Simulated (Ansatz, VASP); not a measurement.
# One calculation of Pd, two programs

File INCAR:

```
SYSTEM = Pd
  PREC = Accurate
  ENCUT = 520
  EDIFF = 1E-8
  ISMEAR = -1
  SIGMA = 0.05
  LREAL = .False.
  LASPH = .True.
  NELM = 60
  ALGO = Normal
  ISIF = 2
  LWAVE = .False.
  LCHARG = .False.
  GGA = PE
  LEFG = .True.
  NBANDS = 11
```

Contents of KPOINTS:

```
Automatic mesh
0
Gamma
  18 18 18
  0 0 0
```

Contents of POSCAR:

```
Pd
1.0
    0.0000000000      1.9051970228      1.9051970228
    1.9051970228      0.0000000000      1.9051970228
    1.9051970228      1.9051970228      0.0000000000
Pd
1
Direct
    0.0000000000      0.0000000000      0.0000000000
```

Input for Ansatz:

```yaml
crystal:
  lattice:
    - [0.0, 1.9051970228, 1.9051970228]
    - [1.9051970228, 0.0, 1.9051970228]
    - [1.9051970228, 1.9051970228, 0.0]
  atoms:
    - { symbol: Pd, position: [0.0, 0.0, 0.0] }
kpoints:
  mp_grid: { grid: [18, 18, 18] }
scf:
  occupations: { method: fermi_dirac, width: 0.05 }
hamiltonian:
  xc: pbe
  pseudopotentials: { kind: all_electron, datasets: crystal }
output:
  forces: true
  stress: true
  eigenvalues: true
  efg: { contact_densities: true }
```

Change from the starting cell: volume scaled by 0.94, crystal datasets.

Alike in both runs: task electric field gradients; functional PBE; k mesh 18 × 18 × 18; occupations fermi-dirac, width 0.05 eV; no spin polarisation.

|  | VASP | Ansatz |
| --- | --- | --- |
| version | VASP 6.6.1 | Ansatz 0.2.0 |
| potentials or method | VASP PAW PBE potentials, release 64 (Pd), cutoff 520 eV | all-electron PAW with datasets made for the crystal, scalar-relativistic |

Ansatz gave:

```
pressure (GPa) : 22.7
```

**Question.** Which values does VASP return?

**Answer.** Pressure (GPa): 22.3.

Ansatz ran all-electron here, and VASP with PAW potentials.
